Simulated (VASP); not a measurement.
The system is MgW.

```
Mg W
1.0
     3.10385    0.00000    0.00000
    -1.55193    2.68801    0.00000
     0.00000    0.00000    4.73060
Mg W
1 1
Direct
  0.00000 0.00000 0.00000
  0.33333 0.66667 0.50000
```

The cell was generated, and may not be a known phase.

* Program: VASP 6.6.1
* Task: relaxation of cell and atoms
* Functional: PBE
* Potentials or basis: VASP PAW PBE potentials, release 64 (Mg, W_sv)
* Cutoff: 600 eV
* k mesh: 6 × 6 × 4
* Occupations: gaussian, width 0.1 eV
* Spin: no spin polarisation

At the start: pressure -14.4 GPa; volume 19.73 Å³/atom.

Question: How do energy, volume and symmetry change on relaxing?

Answer: Over 9 steps the energy falls by 257.4 meV/atom and the volume is 17.40 Å³/atom (-11.8 %); space group P-6m2 (No. 187, to 0.1 Å) before and after.

Step by step:
```tsv
step	energy change (eV)	largest force (eV/Å)	pressure (GPa)	volume (Å³)
1	0.0000	0.0000	-14.37	39.47
2	-0.0703	0.0000	30.35	29.96
3	-0.4818	0.0000	2.55	34.02
4	-0.4824	0.0000	3.25	33.88
5	-0.5110	0.0000	-0.26	34.95
6	-0.5145	0.0000	0.49	34.68
7	-0.5145	0.0000	0.45	34.70
8	-0.5145	0.0000	-0.53	34.91
9	-0.5147	0.0000	-0.03	34.80
```

Final structure:
```
Mg W
1.0
     2.85821    0.00000    0.00000
    -1.42911    2.47529    0.00000
     0.00000    0.00000    4.91902
Mg W
1 1
Direct
  0.00000 0.00000 0.00000
  0.33333 0.66667 0.50000
```

Caveat: the k points lie up to 0.42 Å⁻¹ apart in the final cell, too coarse for converged energies and pressures of a metal.
